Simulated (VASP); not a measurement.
The system is Hf3B.

```
CELL_PARAMETERS angstrom
5.49757 0.00000 0.00000
0.00000 5.49757 0.00000
0.00000 0.00000 3.93454
ATOMIC_POSITIONS crystal
Hf 0.25000 0.75000 0.00000
Hf 0.75000 0.25000 0.00000
Hf 0.75000 0.75000 0.00000
Hf 0.25000 0.25000 0.00000
Hf 0.50000 0.00000 0.50308
Hf 0.00000 0.50000 0.49692
B 0.00000 0.00000 0.00000
B 0.50000 0.50000 0.00000
```

The cell was generated, and may not be a known phase.

* Program: VASP 6.6.1
* Task: relaxation of cell and atoms
* Functional: PBE
* Potentials or basis: VASP PAW PBE potentials, release 64 (Hf_pv, B)
* Cutoff: 600 eV
* k mesh: 4 × 4 × 4
* Occupations: gaussian, width 0.1 eV
* Spin: no spin polarisation

At the start: pressure 76.0 GPa; volume 14.86 Å³/atom.

Question: Where does the relaxation end?

Answer: Over 29 steps the energy falls by 1541.6 meV/atom and the volume is 20.11 Å³/atom (+35.3 %); space group P4/mmm (No. 123, to 0.1 Å) before and after.

The path:
| step | energy change (eV) | largest force (eV/Å) | pressure (GPa) | volume (Å³) |
| --- | --- | --- | --- | --- |
| 1 | 0.0000 | 0.2045 | 76.01 | 118.92 |
| 2 | -1.8718 | 0.0012 | -18.66 | 281.74 |
| 3 | -11.4993 | 0.0382 | -3.65 | 182.22 |
| 4 | -11.5544 | 0.0424 | -1.77 | 178.33 |
| 5 | -11.5620 | 0.0446 | -0.77 | 176.40 |
| 6 | -11.6375 | 0.0343 | -0.54 | 174.19 |
| 7 | -11.7069 | 0.0146 | 0.01 | 170.29 |
| 8 | -11.7129 | 0.0075 | 0.31 | 168.91 |
| 9 | -11.7146 | 0.0033 | 0.53 | 168.08 |
| 10 | -11.7179 | 0.0049 | 0.99 | 166.39 |
| 11 | -11.7366 | 0.0181 | 2.05 | 162.94 |
| 12 | -11.9384 | 0.0341 | 5.44 | 155.70 |
| 13 | -11.1005 | 0.1095 | 17.20 | 139.85 |
| 14 | -11.9900 | 0.0330 | 6.78 | 153.17 |
| 15 | -11.9788 | 0.0474 | 8.86 | 149.56 |
| 16 | -11.9953 | 0.0413 | 8.11 | 150.76 |
| 17 | -12.0137 | 0.0436 | 8.06 | 150.68 |
| 18 | -12.0561 | 0.0521 | 7.94 | 150.43 |
| 19 | -12.0696 | 0.0740 | 7.88 | 149.82 |
| 20 | -12.0777 | 0.0658 | 7.89 | 150.05 |
| 21 | -12.1140 | 0.0641 | 7.25 | 150.82 |
| 22 | -12.2056 | 0.0592 | 5.40 | 153.16 |
| 23 | -12.3137 | 0.0503 | 2.01 | 157.91 |
| 24 | -12.2528 | 0.0352 | -3.77 | 167.71 |
| 25 | -12.3328 | 0.0447 | -0.05 | 161.14 |
| 26 | -12.3328 | 0.0451 | 0.08 | 160.92 |
| 27 | -12.3328 | 0.0435 | 0.08 | 160.92 |
| 28 | -12.3329 | 0.0406 | 0.08 | 160.91 |
| 29 | -12.3331 | 0.0348 | 0.07 | 160.90 |

Final structure:
```
Hf B
1.0
     7.02835    0.00000    0.00000
     0.00000    7.02835    0.00000
     0.00000    0.00000    3.25726
Hf B
6 2
Direct
  0.25000 0.75000 0.00000
  0.75000 0.25000 0.00000
  0.75000 0.75000 0.00000
  0.25000 0.25000 0.00000
  0.50000 0.00000 0.49754
  0.00000 0.50000 0.50246
  0.00000 0.00000 0.00000
  0.50000 0.50000 0.00000
```

Caveat: the k points lie up to 0.48 Å⁻¹ apart in the final cell, too coarse for converged energies and pressures of a metal; the volume moved by over 15 % at a fixed basis, so the end points are rough.
